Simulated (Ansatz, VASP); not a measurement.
## Sr in VASP and in Ansatz

File INCAR:

```
PREC = Accurate ; ENCUT = 520
EDIFF = 1E-6 ; ISMEAR = -1
SIGMA = 0.05 ; LREAL = False
LASPH = True ; NELM = 80
ALGO = Normal ; ISIF = 2
LWAVE = False ; LCHARG = False
GGA = PE ; NBANDS = 11
```

KPOINTS

```
regular mesh
0
Gamma
  10 10 10
```

The input POSCAR:

```
Sr
1.0
    3.2099887730      0.0000000000      0.0000000000
    0.0000000000      3.2099887730      0.0000000000
    0.0000000000      0.0000000000      3.2099887730
Sr
1
Direct
    0.0000000000      0.0000000000      0.0000000000
```

Input for Ansatz:

```yaml
crystal:
  lattice:
    - [3.209988773, 0.0, 0.0]
    - [0.0, 3.209988773, 0.0]
    - [0.0, 0.0, 3.209988773]
  atoms:
    - { symbol: Sr, position: [0.0, 0.0, 0.0] }
kpoints:
  mp_grid: { grid: [10, 10, 10] }
scf:
  occupations: { method: fermi_dirac, width: 0.05 }
hamiltonian:
  xc: pbe
  pseudopotentials: { kind: all_electron, lapw: { basis_error: 0.001 } }
output:
  forces: true
  stress: true
  eigenvalues: true
  populations: true
```

Change from the starting cell: volume scaled by 0.58, LAPW.

Alike in both runs: task single point; functional PBE; k mesh 10 × 10 × 10; occupations fermi-dirac, width 0.05 eV; no spin polarisation.

|  | VASP | Ansatz |
| --- | --- | --- |
| version | VASP 6.6.1 | Ansatz 0.2.0 |
| potentials or method | VASP PAW PBE potentials, release 64 (Sr_sv), cutoff 520 eV | all-electron LAPW, scalar-relativistic |

Ansatz gave:

- pressure (GPa): 10.3

Problem. Which values does VASP return?

Solution. Pressure (GPa): 10.5.

Ansatz ran all-electron here, and VASP with PAW potentials.
